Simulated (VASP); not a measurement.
# Os: single point with RPBE

Crystal: Os.

```xyz
3
Lattice="4.2193 0.0000 0.0000 -2.1096 3.6540 0.0000 0.0000 0.0000 2.6570" Properties=species:S:1:pos:R:3 pbc="T T T"
Os    2.1096    3.6540    2.6570
Os    0.0000    2.4360    1.3285
Os    2.1096    1.2180    1.3285
```

This isn't the form of Os at room conditions, which is hcp.

| Quantity | Value |
| --- | --- |
| Program | VASP 6.6.1 |
| Task | single point |
| Functional | RPBE |
| Potentials or basis | VASP PAW PBE potentials, release 64 (Os) |
| Cutoff | 520 eV |
| k mesh | 10 × 10 × 13 |
| Occupations | fermi-dirac, width 0.1 eV |
| Spin | no spin polarisation |

The pressure is 36.4 GPa and the band gap on the k mesh is zero (bands 12 and 13 overlap by 2.80 eV).

Stress tensor (GPa, compression positive):
```
37.82  0.00  0.00
 0.00 37.82  0.00
 0.00  0.00 33.71
```

Levels at points of the mesh, in eV from the Fermi level:
```
           k point  band 10  band 11  band 12  band 13  band 14  band 15
(0.00, 0.00, 0.00)    -2.60    -1.73    -1.73    -1.67    -1.67     2.64
(0.50, 0.00, 0.00)    -1.41    -1.39     0.06     0.38     1.33     1.35
```

Wall time 97 s on 1 thread of Intel Xeon 8259CL, on a shared host, peak memory 0.2 GiB.

Caveat: the cell stands under pressure; the PAW data sets were made with another functional, which shifts forces and pressure a little; spin-orbit coupling is left out, which moves the levels of the heavy elements.
